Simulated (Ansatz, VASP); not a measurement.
## Zr2C in VASP and in Ansatz

```
Zr C
1.0
     3.98124   -2.25769    0.00000
     3.98124    2.25769    0.00000
     0.00000    0.00000    4.39710
Zr C
4 2
Direct
  0.89000 0.45000 0.25000
  0.55000 0.11000 0.25000
  0.45000 0.89000 0.75000
  0.11000 0.55000 0.75000
  0.78000 0.22000 0.75000
  0.22000 0.78000 0.25000
```

Alike in both runs: task relaxation of cell and atoms; functional PBE; k mesh 4 × 4 × 4; occupations gaussian, width 0.1 eV; no spin polarisation.

|  | VASP | Ansatz |
| --- | --- | --- |
| version | VASP 6.6.1 | Ansatz 0.2.0 |
| potentials or method | VASP PAW PBE potentials, release 64 (Zr_sv, C), cutoff 600 eV | scalar-relativistic, plane waves, PAW |
| valence electrons in the cell | 56 | 56 |

Ansatz gave:

| Quantity | Value |
| --- | --- |
| gap on the k mesh at the Fermi level, each at its own relaxed structure (eV) | none |
| relaxed volume (Å³/atom) | 17.01 |
| relaxed cell length with the largest relative difference (Å) | 5.905 |

Q: What did VASP give for the same quantities?

A: gap on the k mesh at the Fermi level, each at its own relaxed structure (eV): none; relaxed volume (Å³/atom): 16.88; relaxed cell length with the largest relative difference (Å): 5.858.

A gap of «none» marks a metal or a gap that the smearing closes.

The k mesh is coarse, so the values compare programs but aren't converged. Noted on VASP's run: the volume moved by over 15 % at a fixed basis, so the end points are rough.
